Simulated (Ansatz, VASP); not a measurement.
# NaCl in VASP and in Ansatz

```
CELL_PARAMETERS angstrom
0.00000 2.80836 2.80836
2.80836 0.00000 2.80836
2.80836 2.80836 0.00000
ATOMIC_POSITIONS crystal
Na 0.00000 0.00000 0.00000
Cl 0.50000 0.50000 0.50000
```

Alike in both runs: task single point; functional PBEsol; k mesh 8 × 8 × 8; occupations gaussian, width 0.02 eV; no spin polarisation.

```csv
,VASP,Ansatz
version,VASP 6.6.1,Ansatz 0.2.0
potentials or method,"VASP PAW PBE potentials, release 64 (Na_pv, Cl), cutoff 520 eV","scalar-relativistic, plane waves, PAW"
valence electrons in the cell,14,16
```

|  | VASP | Ansatz | Ansatz less VASP |
| --- | --- | --- | --- |
| gap on the k mesh at the Fermi level (eV) | 4.98 | 4.98 | +0.004 |
| least direct gap on the mesh (eV) | 4.98 | 4.98 | +0.004 |
| pressure (GPa) | -0.2 | -0.2 | -0.02 |

VASP's potentials were made for PBE, not for PBEsol. VASP's potentials hold 14 valence electrons a cell and Ansatz's 16, so a difference there can come from the potentials and not from the codes.
